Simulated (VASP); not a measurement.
# TiMnH6 (Fm-3m) in VASP: notebook

The runs below take TiMnH6 through single point, relaxation of cell and atoms, with PBE.

All numbers are computed with VASP 6.6.1; they aren't measurements. Logs are shortened: lines on timing, memory, paths and dates and some standing lists are left out, and cuts for length are marked.

### Step 1. The cell of the first run

The structure is cubic, space group Fm-3m (No. 225). The conventional cell has a = 6.878 Å, b = 6.878 Å, c = 6.878 Å, α = 90.00°, β = 90.00°, γ = 90.00°. Within 2.4 Å of Ti (site symmetry m-3m) lie 6 H at 1.83 Å. Mn (site symmetry m-3m) has 6 H at 1.61 Å within 2.1 Å. H (site symmetry 4mm) has 1 Mn at 1.61 Å and 1 Ti at 1.83 Å within 2.1 Å.

### Step 2. Single point, PBE, collinear spin, ferromagnetic start

The input, INCAR:

```
PREC     = Accurate       # precision mode
ENCUT    = 520            # plane-wave cutoff, eV
EDIFF    = 1E-6           # SCF threshold, eV
ISMEAR   = 0              # smearing method
SIGMA    = 0.1            # smearing width, eV
LREAL    = F              # projectors in reciprocal space
LASPH    = T              # aspherical terms in the spheres
NELM     = 150            # most SCF steps
ALGO     = Normal         # electronic algorithm
ISIF     = 2              # what is computed and relaxed
LWAVE    = F              # write WAVECAR
LCHARG   = F              # write CHGCAR
ISPIN    = 2              # spin polarisation
MAGMOM   = 0 4 0 0 0 0 0 0 # initial moments
LORBIT   = 11             # projections on sites
LMAXMIX  = 4              # l up to which the mixer works
GGA      = PE             # functional
NBANDS   = 30             # bands
```

The input, KPOINTS:

```
regular mesh
0
Gamma
  4 4 4
```

The input, POSCAR:

```
TiMnH6
1.0
    0.0000000000      3.4387517485      3.4387517485
    3.4387517485      0.0000000000      3.4387517485
    3.4387517485      3.4387517485      0.0000000000
Ti Mn H
1 1 6
Direct
    0.5000000000      0.5000000000      0.5000000000
    0.0000000000      0.0000000000      0.0000000000
    0.7659875193      0.2340124807      0.2340124807
    0.2340124807      0.7659875193      0.7659875193
    0.2340124807      0.7659875193      0.2340124807
    0.7659875193      0.2340124807      0.7659875193
    0.2340124807      0.2340124807      0.7659875193
    0.7659875193      0.7659875193      0.2340124807
```

Potentials or basis: VASP PAW PBE potentials, release 64 (Ti_sv, Mn_pv, H).

Started as:

```sh
cat potpaw_PBE.64/Ti_sv/POTCAR potpaw_PBE.64/Mn_pv/POTCAR potpaw_PBE.64/H/POTCAR > POTCAR
mpirun -np 1 vasp_std > vasp.out
```

OUTCAR:

```text
PREC = Accurate
   ENCUT = 520
   EDIFF = 1E-6
   ISMEAR = 0
   LREAL = F
   LASPH = T
   NELM = 150
   ISIF = 2
   ISPIN = 2
   LORBIT = 11
   GGA = PE

 ion  position               nearest neighbor table
   1  0.500  0.500  0.500-   3 1.83   4 1.83   5 1.83   6 1.83   7 1.83   8 1.83
   2  0.000  0.000  0.000-   3 1.61   4 1.61   5 1.61   6 1.61   7 1.61   8 1.61
   3  0.766  0.234  0.234-   2 1.61   1 1.83
   4  0.234  0.766  0.766-   2 1.61   1 1.83
   5  0.234  0.766  0.234-   2 1.61   1 1.83
   6  0.766  0.234  0.766-   2 1.61   1 1.83
   7  0.234  0.234  0.766-   2 1.61   1 1.83
   8  0.766  0.766  0.234-   2 1.61   1 1.83

  LATTYP: Found a face centered cubic cell.
 ALAT       =     6.8775034970

  Lattice vectors:

 A1 = (   0.0000000000,   3.4387517485,   3.4387517485)
 A2 = (   3.4387517485,   0.0000000000,   3.4387517485)
 A3 = (   3.4387517485,   3.4387517485,   0.0000000000)

Analysis of symmetry for initial positions (statically):
=====================================================================
 Subroutine PRICEL returns:
 Original cell was already a primitive cell.

 Routine SETGRP: Setting up the symmetry group for a
 face centered cubic supercell.

 Subroutine GETGRP returns: Found 48 space group operations
 (whereof 48 operations were pure point group operations)
 out of a pool of 48 trial point group operations.

The static configuration has the point symmetry O_h .

Analysis of symmetry for dynamics (positions and initial velocities):
=====================================================================
 Subroutine PRICEL returns:
 Original cell was already a primitive cell.

 Routine SETGRP: Setting up the symmetry group for a
 face centered cubic supercell.

 Subroutine GETGRP returns: Found 48 space group operations
 (whereof 48 operations were pure point group operations)
 out of a pool of 48 trial point group operations.

The dynamic configuration has the point symmetry O_h .

Analysis of structural, dynamic, and magnetic symmetry:
=====================================================================
 Subroutine PRICEL returns:
 Original cell was already a primitive cell.

 Routine SETGRP: Setting up the symmetry group for a
 face centered cubic supercell.

 Subroutine GETGRP returns: Found 48 space group operations
 (whereof 48 operations were pure point group operations)
 out of a pool of 48 trial point group operations.

The overall configuration has the point symmetry O_h .

 Subroutine INISYM returns: Found 48 space group operations
 (whereof 48 operations are pure point group operations),
 and found     1 'primitive' translations

----------------------------------------------------------------------------------------

                                     Primitive cell

  volume of cell :      81.3266

  direct lattice vectors                    reciprocal lattice vectors
     0.000000000  3.438751749  3.438751749    -0.145401598  0.145401598  0.145401598
     3.438751749  0.000000000  3.438751749     0.145401598 -0.145401598  0.145401598
     3.438751749  3.438751749  0.000000000     0.145401598  0.145401598 -0.145401598

  length of vectors
     4.863129360  4.863129360  4.863129360     0.251842956  0.251842956  0.251842956

  position of ions in fractional coordinates (direct lattice)
     0.500000000  0.500000000  0.500000000
     0.000000000  0.000000000  0.000000000
     0.765987519  0.234012481  0.234012481
     0.234012481  0.765987519  0.765987519
     0.234012481  0.765987519  0.234012481
     0.765987519  0.234012481  0.765987519
     0.234012481  0.234012481  0.765987519
     0.765987519  0.765987519  0.234012481

  ion indices of the primitive-cell ions
   primitive index   ion index
                 1           1
                 2           2
                 3           3
                 4           4
                 5           5
                 6           6
                 7           7
[... 36 lines left out ...]
  0.500000  0.500000  0.000000      3.000000
 -0.250000  0.500000  0.250000      6.000000
   k-points           NKPTS =      8   k-points in BZ     NKDIM =      8   number of bands    NBANDS=     30
   number of dos      NEDOS =    301   number of ions     NIONS =      8
   total plane-waves  NPLWV =  46656
   dimension x,y,z NGX =    36 NGY =   36 NGZ =   36
   dimension x,y,z NGXF=    72 NGYF=   72 NGZF=   72
   ions per type =               1   1   6
   NGX,Y,Z   is equivalent  to a cutoff of  12.31, 12.31, 12.31 a.u.
   NGXF,Y,Z  is equivalent  to a cutoff of  24.61, 24.61, 24.61 a.u.
 SYSTEM =  unknown system
   PREC   = accura    normal or accurate (medium, high low for compatibility)
   ISTART =      0    job   : 0-new  1-cont  2-samecut
   ICHARG =      2    charge: 1-file 2-atom 10-const
   ISPIN  =      2    spin polarized calculation?
   LNONCOLLINEAR =      F non collinear calculations
   LSORBIT =      F    spin-orbit coupling
   LASPH  =      T    aspherical Exc in radial PAW
   ENCUT  =  520.0 eV  38.22 Ry    6.18 a.u.   9.04  9.04  9.04*2*pi/ulx,y,z
   NELM   =    150;   NELMIN=  2; NELMDL= -5     # of ELM steps
   EDIFF  = 0.1E-05   stopping-criterion for ELM
   LREAL  =      F    real-space projection
   EDIFFG = 0.1E-04   stopping-criterion for IOM
   NSW    =      0    number of steps for IOM
   IBRION =     -1    ionic relax: 0-MD 1-quasi-New 2-CG
   NFREE  =      0    steps in history (QN), initial steepest desc. (CG)
   ISIF   =      2    stress and relaxation
   ISYM   =      2    0-nonsym 1-usesym 2-fastsym
   POTIM  = 0.5000    time-step for ionic-motion
   TEBEG  =    0.0;   TEEND  =   0.0 temperature during run
   PSTRESS=    0.0 pullay stress
   NELECT =      31.0000    total number of electrons
   NUPDOWN=      -1.0000    fix difference up-down
   EMIN   =  10.00;   EMAX   =-10.00  energy-range for DOS
   EFERMI =   0.00;   METHOD = LEGACY
   ISMEAR =     0;   SIGMA  =   0.10  broadening in eV -4-tet -1-fermi 0-gaus
   EFERMI_NEDOS =   21; number of points for ismear=-14 and -15
   IALGO  =     38    algorithm
   IMIX   =      4    mixing-type and parameters
     AMIX     =   0.40;   BMIX     =  1.00
     AMIX_MAG =   1.60;   BMIX_MAG =  1.00
  volume/ion in A,a.u.               =      10.17        68.60
  Fermi-wavevector in a.u.,A,eV,Ry     =   1.187001  2.243107 19.170233  1.408972
  Thomas-Fermi vector in A             =   2.323162
   LORBIT       =     11    0 simple, 1 ext, 2 COOP (PROOUT), +10 PAW based schemes
   GGA     = PE    functional components
   LHFCALC =     F    Hartree Fock is set to
   AEXX    =    0.0000 exact exchange contribution
   IVDW    =     0    specifies the selected vdW correction
   LEPSILON=     F    determine dielectric tensor
   LRPA    =     F    only Hartree local field effects (RPA)
 spin polarized calculation
 Gauss-broadening in eV      SIGMA  =   0.10
  energy-cutoff  :      520.00
  volume of cell :       81.33
 maximum number of plane-waves:      2209
   NGX = 19   NGY = 19   NGZ = 19

 number of electron      31.0000011 magnetization       1.1477016

 Free energy of the ion-electron system (eV)
  ---------------------------------------------------
  ext. energy  EPLUGINS =         0.00000000
  ---------------------------------------------------
  free energy    TOTEN  =       -35.02464915 eV

  energy without entropy =      -35.00125930  energy(sigma->0) =      -35.01295423

 E-fermi :   1.5765     XC(G=0):  -8.5996

 val. band max:        1.5720960868   @ k =   0.0000   0.0000   0.0000
 cond. band min:       1.5880008659   @ k =   0.2500   0.2500   0.0000
 fundamental gap:      0.0159047791
 Fermi energy:         1.5765188387

 spin component 1

 k-point     1 :       0.0000    0.0000    0.0000
  band No.  band energies     occupation
      1     -55.5102      1.00000
      2     -48.4282      1.00000
      3     -48.4282      1.00000
      4     -48.4281      1.00000
      5     -31.7575      1.00000
      6     -31.7575      1.00000
[... 229 lines left out ...]
     26      11.9588      0.00000
     27      12.0936      0.00000
 Fermi energy:         1.5765188387

 spin component 2

 k-point     1 :       0.0000    0.0000    0.0000
  band No.  band energies     occupation
      1     -56.5246      1.00000
      2     -45.7896      1.00000
      3     -45.7896      1.00000
      4     -45.7896      1.00000
      5     -32.7765      1.00000
      6     -32.7765      1.00000
[... 229 lines left out ...]
     26      11.7822      0.00000
     27      11.8807      0.00000
 [bands above 27 left out]

------------------------ aborting loop because EDIFF is reached ----------------------------------------

  FORCE on cell =-STRESS in cart. coord.  units (eV):
  Direction    XX          YY          ZZ          XY          YZ          ZX
  --------------------------------------------------------------------------------------
  -------------------------------------------------------------------------------------
  Total       -0.0916501     -0.0916501     -0.0916501     -0.0000000      0.0000000     -0.0000000
  in kB       -1.8055561     -1.8055561     -1.8055561     -0.0000000      0.0000000     -0.0000000
  external PRESSURE =      -1.8055561 kB  Pullay stress =       0.0000000 kB

 VOLUME and BASIS-vectors are now :
 -----------------------------------------------------------------------------
  energy-cutoff  :      520.00
  volume of cell :       81.33
      direct lattice vectors                 reciprocal lattice vectors
     0.000000000  3.438751749  3.438751749    -0.145401598  0.145401598  0.145401598
     3.438751749  0.000000000  3.438751749     0.145401598 -0.145401598  0.145401598
     3.438751749  3.438751749  0.000000000     0.145401598  0.145401598 -0.145401598

 POSITION                                       TOTAL-FORCE (eV/Angst)
 -----------------------------------------------------------------------------------
      3.43875      3.43875      3.43875        -0.000000      0.000000      0.000000
      0.00000      0.00000      0.00000        -0.000000      0.000000      0.000000
      1.60942      3.43875      3.43875         0.027040      0.000000      0.000000
      5.26808      3.43875      3.43875        -0.027040      0.000000      0.000000
      3.43875      1.60942      3.43875        -0.000000      0.027040      0.000000
      3.43875      5.26808      3.43875        -0.000000     -0.027040      0.000000
      3.43875      3.43875      1.60942        -0.000000      0.000000      0.027040
      3.43875      3.43875      5.26808        -0.000000      0.000000     -0.027040
 -----------------------------------------------------------------------------------
    total drift:                                0.000000      0.000000      0.000000

  FREE ENERGIE OF THE ION-ELECTRON SYSTEM (eV)
  ---------------------------------------------------
  free  energy   TOTEN  =       -35.0246491547 eV

  energy  without entropy=      -35.0012592991  energy(sigma->0) =      -35.01295423

 total charge

# of ion       s       p       d       tot
------------------------------------------
    1        2.172   6.128   1.811  10.111
    2        0.360   6.426   4.992  11.777
    3        0.583   0.009   0.000   0.593
    4        0.583   0.009   0.000   0.593
    5        0.583   0.009   0.000   0.593
    6        0.583   0.009   0.000   0.593
    7        0.583   0.009   0.000   0.593
    8        0.583   0.009   0.000   0.593
--------------------------------------------------
tot          6.033  12.609   6.802  25.445

 magnetization (x)

# of ion       s       p       d       tot
------------------------------------------
    1       -0.018  -0.026  -0.985  -1.029
    2        0.023   0.042   2.472   2.537
    3       -0.016   0.000   0.000  -0.015
    4       -0.016   0.000   0.000  -0.015
    5       -0.016   0.000   0.000  -0.015
    6       -0.016   0.000   0.000  -0.015
    7       -0.016   0.000   0.000  -0.015
    8       -0.016   0.000   0.000  -0.015
--------------------------------------------------
tot         -0.088   0.018   1.486   1.416
```

Run time: 34 s. Hardware: 1 thread of Intel Xeon 6975P-C (Granite Rapids), shared host; peak memory 0.25 GiB.

Results:

- Free energy: -35.0246 eV
- Pressure: -0.2 GPa
- Largest force: 0.027 eV/Å
- Net moment: 1.15 μB per cell
- Site moments: Ti -1.03; Mn +2.54; H -0.01 μB
- Valence electrons inside the program's atomic spheres: Ti 10.11; Mn 11.78; H 0.59

Forces in eV/Å, atoms in the order of the input:
```
Ti   0.000  0.000  0.000
Mn   0.000  0.000  0.000
H    0.027  0.000  0.000
H   -0.027  0.000  0.000
H    0.000  0.027  0.000
H    0.000 -0.027  0.000
H    0.000  0.000  0.027
H    0.000  0.000 -0.027
```

Levels at points of the mesh, in eV from the Fermi level:
Spin up:
| k point | band 13 | band 14 | band 15 | band 16 | band 17 | band 18 | band 19 | band 20 |
| --- | --- | --- | --- | --- | --- | --- | --- | --- |
| (0.00, 0.00, 0.00) | -2.62 | -2.36 | -2.36 | -2.36 | 0.00 | 0.00 | 1.15 | 1.15 |
| (0.50, 0.00, 0.00) | -3.68 | -2.54 | -2.50 | -2.50 | 1.13 | 1.27 | 1.27 | 2.37 |
| (0.50, 0.50, 0.00) | -3.02 | -2.71 | -2.45 | -2.45 | 0.03 | 0.25 | 0.91 | 1.48 |
Spin down:
| k point | band 11 | band 12 | band 13 | band 14 | band 15 | band 16 | band 17 | band 18 | band 19 | band 20 |
| --- | --- | --- | --- | --- | --- | --- | --- | --- | --- | --- |
| (0.00, 0.00, 0.00) | -2.42 | -2.42 | -2.42 | -0.67 | -0.67 | -0.67 | 0.42 | 0.42 | 0.74 | 0.74 |
| (0.50, 0.00, 0.00) | -4.08 | -3.88 | -3.88 | -0.05 | 0.05 | 0.05 | 0.11 | 0.22 | 0.22 | 3.03 |
| (0.50, 0.50, 0.00) | -3.94 | -3.10 | -3.10 | -1.01 | 0.19 | 0.19 | 0.36 | 0.36 | 0.41 | 0.78 |

Caveat: the k points lie up to 0.40 Å⁻¹ apart.

### Step 3. Single point, PBE, collinear spin, ferromagnetic start

This run uses another cell than the first one, of 13.60 Å³/atom, 1.338 times its volume.

The input, INCAR:

```
ALGO = Normal ; EDIFF = 1E-6
ENCUT = 520 ; GGA = PE
ISIF = 2 ; ISMEAR = 0
ISPIN = 2 ; LASPH = True
LCHARG = False ; LMAXMIX = 4
LORBIT = 11 ; LREAL = False
LWAVE = False ; MAGMOM = 0 4 0 0 0 0 0 0
NBANDS = 30 ; NELM = 150
PREC = Accurate ; SIGMA = 0.1
```

The input, KPOINTS:

```
k-points
0
Gamma
  4 4 4
```

The input, POSCAR:

```
TiMnH6
1.0
    0.0000000000      3.7888920300      3.7888920300
    3.7888920300      0.0000000000      3.7888920300
    3.7888920300      3.7888920300      0.0000000000
Ti Mn H
1 1 6
Direct
    0.5000000000      0.5000000000      0.5000000000
    0.0000000000      0.0000000000      0.0000000000
    0.7500000000      0.2500000000      0.2500000000
    0.2500000000      0.7500000000      0.7500000000
    0.2500000000      0.7500000000      0.2500000000
    0.7500000000      0.2500000000      0.7500000000
    0.2500000000      0.2500000000      0.7500000000
    0.7500000000      0.7500000000      0.2500000000
```

Potentials or basis: VASP PAW PBE potentials, release 64 (Ti_sv, Mn_pv, H).

Started as:

```sh
cat potpaw_PBE.64/Ti_sv/POTCAR potpaw_PBE.64/Mn_pv/POTCAR potpaw_PBE.64/H/POTCAR > POTCAR
mpirun -np 1 vasp_std > vasp.out
```

Wall time 33 s (1 thread of Intel Xeon 6975P-C (Granite Rapids), shared host); peak memory 0.3 GiB.

Results (log left out):

* Free energy: -34.1689 eV
* Pressure: -5.9 GPa
* Net moment: 4.38 μB per cell
* Site moments: Ti +0.13; Mn +4.08; H -0.01 μB
* Valence electrons inside the program's atomic spheres: Ti 9.95; Mn 11.28; H 0.55

Levels at points of the mesh, in eV from the Fermi level:
Spin up:
```
           k point  band 14  band 15  band 16  band 17  band 18  band 19  band 20  band 21  band 22  band 23
(0.00, 0.00, 0.00)    -2.10    -2.10    -2.10    -1.23    -1.23     0.26     0.26     0.26     3.58     4.71
(0.50, 0.00, 0.00)    -2.70    -2.70    -2.70     0.26     0.32     0.32     0.59     0.59     2.36     2.36
(0.50, 0.50, 0.00)    -2.68    -2.55    -2.55    -1.21    -1.17     0.16     0.41     0.41     0.88     4.88
```
Spin down:
| k point | band 11 | band 12 | band 13 | band 14 | band 15 | band 16 |
| --- | --- | --- | --- | --- | --- | --- |
| (0.00, 0.00, 0.00) | -2.03 | -2.03 | -2.03 | 0.00 | 0.00 | 0.00 |
| (0.50, 0.00, 0.00) | -3.20 | -2.57 | -2.57 | 0.16 | 0.22 | 0.22 |
| (0.50, 0.50, 0.00) | -3.02 | -2.48 | -2.48 | -0.15 | 0.30 | 0.30 |

(Part 1 of 2 ends here.)
